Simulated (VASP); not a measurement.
## ZnSe (Stilleite): single point with LDA

ZnSe (Stilleite):

```
CELL_PARAMETERS angstrom
0.00000 2.83380 2.83380
2.83380 0.00000 2.83380
2.83380 2.83380 0.00000
ATOMIC_POSITIONS crystal
Zn 0.00000 0.00000 0.00000
Se 0.25000 0.25000 0.25000
```

| Quantity | Value |
| --- | --- |
| Program | VASP 6.6.1 |
| Task | single point |
| Functional | LDA |
| Potentials or basis | VASP PAW LDA potentials, release 64 (Zn, Se) |
| Cutoff | 520 eV |
| k mesh | 6 × 6 × 6 |
| Occupations | gaussian, width 0.01 eV |
| Spin | no spin polarisation |

| Quantity | Value |
| --- | --- |
| Pressure | -3.1 GPa |
| Band gap on the k mesh | 1.07 eV, direct |

Levels at points of the mesh, in eV from the valence-band top:
| k point | band 5 | band 6 | band 7 | band 8 | band 9 | band 10 | band 11 | band 12 | band 13 | band 14 |
| --- | --- | --- | --- | --- | --- | --- | --- | --- | --- | --- |
| (0.00, 0.00, 0.00) | -6.32 | -6.32 | 0.00 | 0.00 | 0.00 | 1.07 | 5.70 | 5.70 | 5.70 | 9.64 |
| (0.50, 0.00, 0.00) | -6.30 | -6.16 | -5.29 | -0.88 | -0.88 | 2.37 | 6.28 | 6.28 | 8.35 | 10.72 |
| (0.50, 0.50, 0.00) | -6.27 | -6.14 | -4.83 | -2.20 | -2.20 | 2.80 | 3.32 | 10.52 | 11.08 | 11.08 |

Wall time 13 s on 1 thread of Intel(R) Xeon(R) Platinum 8259CL CPU @ 2.50GHz (Skylake/Cascade Lake), with other jobs on the host, peak memory 0.15 GiB.
